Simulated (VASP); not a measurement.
# NiSb (Breithauptite) (P6_3/mmc) in VASP: a series of runs

Runs on NiSb (Breithauptite). Level: PBE. Tasks: single point, relaxation of shape and atoms at fixed volume.

Program: VASP 6.6.1. These are calculated values, not measurements. Logs are shortened: lines on timing, memory, paths and dates and some standing lists are left out, and cuts for length are marked.

### Step 1. The cell of the first run

It takes space group P6_3/mmc (No. 194, hexagonal). Conventional cell: a = 3.932 Å, b = 3.932 Å, c = 5.109 Å, α = 90.00°, β = 90.00°, γ = 120.00°. Ni (site symmetry -3m) has 2 Ni at 2.55 Å and 6 Sb at 2.60 Å within 3.4 Å. Sb (site symmetry -6m2) has 6 Ni at 2.60 Å within 3.4 Å.

### Step 2. Single point, PBE

Contents of INCAR:

```
SYSTEM = NiSb
  ALGO = Normal
  EDIFF = 1E-6
  ENCUT = 520
  GGA = PE
  ISIF = 2
  ISMEAR = 0
  LASPH = .True.
  LCHARG = .True.
  LELF = .True.
  LREAL = .False.
  LVHAR = .True.
  LWAVE = .False.
  NBANDS = 23
  NELM = 100
  PREC = Accurate
  SIGMA = 0.05
```

Contents of KPOINTS:

```
k-points
0
Gamma
  12 12 8
  0 0 0
```

Contents of POSCAR:

```
NiSb
1.0
    3.9320457024      0.0000000000      0.0000000000
   -1.9660228512      3.4052514671      0.0000000000
    0.0000000000      0.0000000000      5.1094694307
Ni Sb
2 2
Direct
    0.0000000000      0.0000000000      0.0000000000
    0.0000000000      0.0000000000      0.5000000000
    0.3333333333      0.6666666667      0.2500000000
    0.6666666667      0.3333333333      0.7500000000
```

Potentials or basis: VASP PAW PBE potentials, release 64 (Ni, Sb).

On the command line:

```bash
$ cat potpaw_PBE.64/Ni/POTCAR potpaw_PBE.64/Sb/POTCAR > POTCAR
$ mpirun -np 1 vasp_std > vasp.out
```

OUTCAR:

```text
SYSTEM = NiSb
   EDIFF = 1E-6
   ENCUT = 520
   GGA = PE
   ISIF = 2
   ISMEAR = 0
   LASPH = .True.
   LREAL = .False.
   NELM = 100
   PREC = Accurate

 ion  position               nearest neighbor table
   1  0.000  0.000  0.000-   2 2.55   2 2.55   4 2.60   3 2.60   3 2.60   4 2.60   4 2.60   3 2.60

   2  0.000  0.000  0.500-   1 2.55   1 2.55   4 2.60   3 2.60   3 2.60   4 2.60   4 2.60   3 2.60

   3  0.333  0.667  0.250-   1 2.60   2 2.60   1 2.60   2 2.60   1 2.60   2 2.60   4 3.42   4 3.42
                             4 3.42   4 3.42   4 3.42   4 3.42
   4  0.667  0.333  0.750-   1 2.60   2 2.60   1 2.60   2 2.60   1 2.60   2 2.60   3 3.42   3 3.42
                             3 3.42   3 3.42   3 3.42   3 3.42

  LATTYP: Found a hexagonal cell.
 ALAT       =     3.9320457024
 C/A-ratio  =     1.2994430425

  Lattice vectors:

 A1 = (   3.9320457024,   0.0000000000,   0.0000000000)
 A2 = (  -1.9660228512,   3.4052514671,   0.0000000000)
 A3 = (   0.0000000000,   0.0000000000,   5.1094694307)

Analysis of symmetry for initial positions (statically):
=====================================================================
 Subroutine PRICEL returns:
 Original cell was already a primitive cell.

 Routine SETGRP: Setting up the symmetry group for a
 hexagonal supercell.

 Subroutine GETGRP returns: Found 24 space group operations
 (whereof 12 operations were pure point group operations)
 out of a pool of 24 trial point group operations.

The static configuration has the point symmetry D_3d.
 The point group associated with its full space group is D_6h.

Analysis of symmetry for dynamics (positions and initial velocities):
=====================================================================
 Subroutine PRICEL returns:
 Original cell was already a primitive cell.

 Routine SETGRP: Setting up the symmetry group for a
 hexagonal supercell.

 Subroutine GETGRP returns: Found 24 space group operations
 (whereof 12 operations were pure point group operations)
 out of a pool of 24 trial point group operations.

The dynamic configuration has the point symmetry D_3d.
 The point group associated with its full space group is D_6h.

 Subroutine INISYM returns: Found 24 space group operations
 (whereof 12 operations are pure point group operations),
 and found     1 'primitive' translations

----------------------------------------------------------------------------------------

                                     Primitive cell

  volume of cell :      68.4138

  direct lattice vectors                    reciprocal lattice vectors
     3.932045702  0.000000000  0.000000000     0.254320543  0.146832034  0.000000000
    -1.966022851  3.405251467  0.000000000     0.000000000  0.293664068  0.000000000
     0.000000000  0.000000000  5.109469431     0.000000000  0.000000000  0.195715037

  length of vectors
     3.932045702  3.932045702  5.109469431     0.293664068  0.293664068  0.195715037

  position of ions in fractional coordinates (direct lattice)
     0.000000000  0.000000000  0.000000000
     0.000000000  0.000000000  0.500000000
     0.333333333  0.666666667  0.250000000
     0.666666667  0.333333333  0.750000000

  ion indices of the primitive-cell ions
   primitive index   ion index
                 1           1
                 2           2
                 3           3
                 4           4

----------------------------------------------------------------------------------------

 KPOINTS: k-points

Automatic generation of k-mesh.
 Grid dimensions read from file:
 generate k-points for:   12   12    8

 Generating k-lattice:

  Cartesian coordinates                     Fractional coordinates (reciprocal lattice)
     0.021193379  0.012236003  0.000000000     0.083333333  0.000000000  0.000000000
     0.000000000  0.024472006  0.000000000     0.000000000  0.083333333  0.000000000
     0.000000000  0.000000000  0.024464380     0.000000000  0.000000000  0.125000000

  Length of vectors
     0.024472006  0.024472006  0.024464380

  Shift w.r.t. Gamma in fractional coordinates (k-lattice)
     0.000000000  0.000000000  0.000000000

 Subroutine IBZKPT returns following result:
 ===========================================

 Found     95 irreducible k-points:

 Following reciprocal coordinates:
            Coordinates               Weight
  0.000000  0.000000  0.000000      1.000000
  0.083333 -0.000000  0.000000      6.000000
  0.166667 -0.000000  0.000000      6.000000
  0.250000 -0.000000  0.000000      6.000000
  0.333333 -0.000000  0.000000      6.000000
  0.416667 -0.000000  0.000000      6.000000
[... 16 lines left out ...]
  0.250000 -0.000000  0.125000     12.000000
  0.333333 -0.000000  0.125000     12.000000
 [... further k-points ...]
   k-points           NKPTS =     95   k-points in BZ     NKDIM =     95   number of bands    NBANDS=     23
   number of dos      NEDOS =    301   number of ions     NIONS =      4
   total plane-waves  NPLWV =  36000
   dimension x,y,z NGX =    30 NGY =   30 NGZ =   40
   dimension x,y,z NGXF=    60 NGYF=   60 NGZF=   80
   ions per type =               2   2
   NGX,Y,Z   is equivalent  to a cutoff of  12.68, 12.68, 13.01 a.u.
   NGXF,Y,Z  is equivalent  to a cutoff of  25.37, 25.37, 26.03 a.u.
 SYSTEM =  NiSb
   PREC   = accura    normal or accurate (medium, high low for compatibility)
   ISTART =      0    job   : 0-new  1-cont  2-samecut
   ICHARG =      2    charge: 1-file 2-atom 10-const
   ISPIN  =      1    spin polarized calculation?
   LNONCOLLINEAR =      F non collinear calculations
   LSORBIT =      F    spin-orbit coupling
   LASPH  =      T    aspherical Exc in radial PAW
   ENCUT  =  520.0 eV  38.22 Ry    6.18 a.u.   7.31  7.31  9.50*2*pi/ulx,y,z
   NELM   =    100;   NELMIN=  2; NELMDL= -5     # of ELM steps
   EDIFF  = 0.1E-05   stopping-criterion for ELM
   LREAL  =      F    real-space projection
   EDIFFG = 0.1E-04   stopping-criterion for IOM
   NSW    =      0    number of steps for IOM
   IBRION =     -1    ionic relax: 0-MD 1-quasi-New 2-CG
   NFREE  =      0    steps in history (QN), initial steepest desc. (CG)
   ISIF   =      2    stress and relaxation
   ISYM   =      2    0-nonsym 1-usesym 2-fastsym
   POTIM  = 0.5000    time-step for ionic-motion
   TEBEG  =    0.0;   TEEND  =   0.0 temperature during run
   PSTRESS=    0.0 pullay stress
   NELECT =      30.0000    total number of electrons
   NUPDOWN=      -1.0000    fix difference up-down
   EMIN   =  10.00;   EMAX   =-10.00  energy-range for DOS
   EFERMI =   0.00;   METHOD = LEGACY
   ISMEAR =     0;   SIGMA  =   0.05  broadening in eV -4-tet -1-fermi 0-gaus
   EFERMI_NEDOS =   21; number of points for ismear=-14 and -15
   IALGO  =     38    algorithm
   IMIX   =      4    mixing-type and parameters
     AMIX     =   0.40;   BMIX     =  1.00
     AMIX_MAG =   1.60;   BMIX_MAG =  1.00
  volume/ion in A,a.u.               =      17.10       115.42
  Fermi-wavevector in a.u.,A,eV,Ry     =   1.243753  2.350352 21.047138  1.546921
  Thomas-Fermi vector in A             =   2.378050
   LORBIT       =      0    0 simple, 1 ext, 2 COOP (PROOUT), +10 PAW based schemes
   GGA     = PE    functional components
   LHFCALC =     F    Hartree Fock is set to
   AEXX    =    0.0000 exact exchange contribution
   IVDW    =     0    specifies the selected vdW correction
   LEPSILON=     F    determine dielectric tensor
   LRPA    =     F    only Hartree local field effects (RPA)
 non-spin polarized calculation
 Gauss-broadening in eV      SIGMA  =   0.05
  energy-cutoff  :      520.00
  volume of cell :       68.41
 maximum number of plane-waves:      1892
 NGX is ok and might be reduce to    30
   NGX = 15   NGY = 15   NGZ = 19

 number of electron      30.0000034 magnetization

 Free energy of the ion-electron system (eV)
  ---------------------------------------------------
  ext. energy  EPLUGINS =         0.00000000
  ---------------------------------------------------
  free energy    TOTEN  =       -20.28953393 eV

  energy without entropy =      -20.28768876  energy(sigma->0) =      -20.28861135

 E-fermi :  10.0966     XC(G=0): -11.5313

 val. band max:       10.0892875238   @ k =   0.1667   0.0833   0.2500
 cond. band min:      10.1339515754   @ k =   0.4167   0.0833   0.1250
 fundamental gap:      0.0446640516
 Fermi energy:        10.0966167878

 k-point     1 :       0.0000    0.0000    0.0000
  band No.  band energies     occupation
      1      -2.9334      2.00000
      2       1.6566      2.00000
      3       3.8131      2.00000
      4       6.1216      2.00000
      5       6.1216      2.00000
      6       6.8949      2.00000
[... 15 lines left out ...]
     22      16.4750      0.00000
     23      17.9852      0.00000

 k-point     2 :       0.0833   -0.0000    0.0000
  band No.  band energies     occupation
      1      -2.8460      2.00000
      2       1.6506      2.00000
      3       3.9113      2.00000
      4       6.1031      2.00000
      5       6.1405      2.00000
      6       6.8637      2.00000
[... 15 lines left out ...]
     22      16.6121      0.00000
     23      17.3281      0.00000

 k-point     3 :       0.1667   -0.0000    0.0000
  band No.  band energies     occupation
      1      -2.5863      2.00000
      2       1.6167      2.00000
      3       4.2026      2.00000
      4       5.9950      2.00000
      5       6.1959      2.00000
      6       6.7227      2.00000
[... 15 lines left out ...]
     22      16.9110      0.00000
     23      17.0688      0.00000
[... 495 lines left out ...]
 k-point    23 :       0.2500   -0.0000    0.1250
  band No.  band energies     occupation
      1      -2.0774      2.00000
      2       1.2201      2.00000
      3       4.6489      2.00000
      4       5.8553      2.00000
      5       6.3237      2.00000
      6       6.6394      2.00000
[... 15 lines left out ...]
     22      17.0051      0.00000
     23      17.7873      0.00000

 k-point    24 :       0.3333   -0.0000    0.1250
  band No.  band energies     occupation
      1      -1.5135      2.00000
      2       1.0952      2.00000
      3       4.4550      2.00000
      4       5.5595      2.00000
      5       6.4141      2.00000
      6       6.8104      2.00000
[... 15 lines left out ...]
     22      17.1786      0.00000
     23      18.9023      0.00000

 [... further k-points ...]
[... 5 lines left out ...]
  --------------------------------------------------------------------------------------
  -------------------------------------------------------------------------------------
  Total        1.5434348      1.5434348      1.5490978      0.0000000      0.0000000      0.0000000
  in kB       36.1455902     36.1455902     36.2782113      0.0000000      0.0000000      0.0000000
  external PRESSURE =      36.1897972 kB  Pullay stress =       0.0000000 kB

 VOLUME and BASIS-vectors are now :
 -----------------------------------------------------------------------------
  energy-cutoff  :      520.00
  volume of cell :       68.41
      direct lattice vectors                 reciprocal lattice vectors
     3.932045702  0.000000000  0.000000000     0.254320543  0.146832034  0.000000000
    -1.966022851  3.405251467  0.000000000     0.000000000  0.293664068  0.000000000
     0.000000000  0.000000000  5.109469431     0.000000000  0.000000000  0.195715037

 POSITION                                       TOTAL-FORCE (eV/Angst)
 -----------------------------------------------------------------------------------
      0.00000      0.00000      0.00000         0.000000     -0.000000     -0.000000
      0.00000      0.00000      2.55473         0.000000     -0.000000     -0.000000
     -0.00000      2.27017      1.27737        -0.000000     -0.000000      0.000000
      1.96602      1.13508      3.83210         0.000000      0.000000     -0.000000
 -----------------------------------------------------------------------------------
    total drift:                                0.000000      0.000000     -0.000000

  FREE ENERGIE OF THE ION-ELECTRON SYSTEM (eV)
  ---------------------------------------------------
  free  energy   TOTEN  =       -20.2895339328 eV

  energy  without entropy=      -20.2876887645  energy(sigma->0) =      -20.28861135
```

Run time: 62 s. Hardware: 1 thread of Intel Xeon 6975P-C (Granite Rapids), shared host; peak memory 0.27 GiB.

Results:

```
Free energy            : -20.2895 eV
Pressure               : 3.6 GPa
Band gap on the k mesh : zero (band 15 reaches 12.14 eV, above the bottom of band 16 at 8.78 eV)
```

Levels at points of the mesh, in eV from the Fermi level:
| k point | band 13 | band 14 | band 15 | band 16 | band 17 | band 18 |
| --- | --- | --- | --- | --- | --- | --- |
| (0.00, 0.00, 0.00) | -0.04 | 0.55 | 0.55 | 2.44 | 2.44 | 3.09 |
| (0.50, 0.00, 0.00) | -1.63 | -1.42 | -1.35 | -0.38 | 1.13 | 3.40 |
| (0.00, 0.00, 0.50) | 0.25 | 0.25 | 2.04 | 2.04 | 2.04 | 2.04 |
| (0.50, 0.00, 0.50) | -1.84 | -1.84 | 0.16 | 0.16 | 1.66 | 1.66 |

Caveat: spin-orbit coupling is left out, which moves the levels of the heavy elements. Spin polarisation is off, so any magnetic state and its effect on volume and gap are missing.

### Step 3. Relaxation of shape and atoms at fixed volume, PBE

Contents of INCAR:

```
SYSTEM = NiSb
PREC = Accurate
ENCUT = 600
EDIFF = 1E-6
ISMEAR = 0
SIGMA = 0.05
LREAL = .FALSE.
LASPH = .TRUE.
NELM = 100
ALGO = Normal
ISIF = 4
LWAVE = .FALSE.
LCHARG = .FALSE.
GGA = PE
IBRION = 2
NSW = 60
EDIFFG = -0.01
```

Contents of KPOINTS:

```
Automatic mesh
0
G
  12 12 8
  0 0 0
```

Contents of POSCAR:

```
NiSb
1.0
    3.9280000000      0.0000000000      0.0000000000
   -1.9640000000      3.4017477861      0.0000000000
    0.0000000000      0.0000000000      5.1200000000
Ni Sb
2 2
Direct
    0.0000000000      0.0000000000      0.0000000000
    0.0000000000      0.0000000000      0.5000000000
    0.3333333333      0.6666666667      0.2500000000
    0.6666666667      0.3333333333      0.7500000000
```

Potentials or basis: VASP PAW PBE potentials, release 64 (Ni, Sb).

On the command line:

```bash
$ cat potpaw_PBE.64/Ni/POTCAR potpaw_PBE.64/Sb/POTCAR > POTCAR
$ mpirun -np 1 vasp_std > vasp.out
```

Run time: 64 s. Hardware: 1 thread of Intel Xeon 6975P-C (Granite Rapids), shared host; peak memory 0.31 GiB.

Results (log left out):

| Quantity | Value |
| --- | --- |
| Free energy | -20.2892 eV |
| Energy gained by relaxing | 0.0 meV/atom |
| Ionic steps | 2 |
| Pressure after relaxing | 3.6 GPa |
| Band gap on the k mesh | zero (band 15 reaches 12.15 eV, above the bottom of band 16 at 8.77 eV) |

Stress tensor (GPa, compression positive):
```
3.61 0.00 0.00
0.00 3.61 0.00
0.00 0.00 3.48
```

The path:
```tsv
step	energy change (eV)	largest force (eV/Å)	pressure (GPa)	volume (Å³)
1	0.0000	0.0000	3.75	68.41
2	-0.0001	0.0000	3.57	68.41
```

Final structure:
```yaml
crystal:
  lattice:
    - [3.93055, 0.00000, 0.00000]
    - [-1.96528, 3.40396, 0.00000]
    - [0.00000, 0.00000, 5.11335]
  atoms:
    - { symbol: Ni, position: [0.00000, 0.00000, 0.00000] }
    - { symbol: Ni, position: [0.00000, 0.00000, 0.50000] }
    - { symbol: Sb, position: [0.33333, 0.66667, 0.25000] }
    - { symbol: Sb, position: [0.66667, 0.33333, 0.75000] }
```

Levels at points of the mesh, in eV from the Fermi level:
```
           k point  band 11  band 12  band 13  band 14  band 15  band 16  band 17  band 18  band 19
(0.00, 0.00, 0.00)    -1.36    -1.36    -0.05     0.55     0.55     2.45     2.45     3.10     4.02
(0.50, 0.00, 0.00)    -2.13    -1.90    -1.63    -1.42    -1.35    -0.38     1.12     3.40     3.97
(0.00, 0.00, 0.50)    -2.13    -2.13     0.24     0.24     2.05     2.05     2.05     2.05     5.18
(0.50, 0.00, 0.50)    -1.96    -1.96    -1.85    -1.85     0.16     0.16     1.67     1.67     5.19
```

Caveat: spin-orbit coupling is left out, which moves the levels of the heavy elements. Spin polarisation is off, so any magnetic state and its effect on volume and gap are missing.
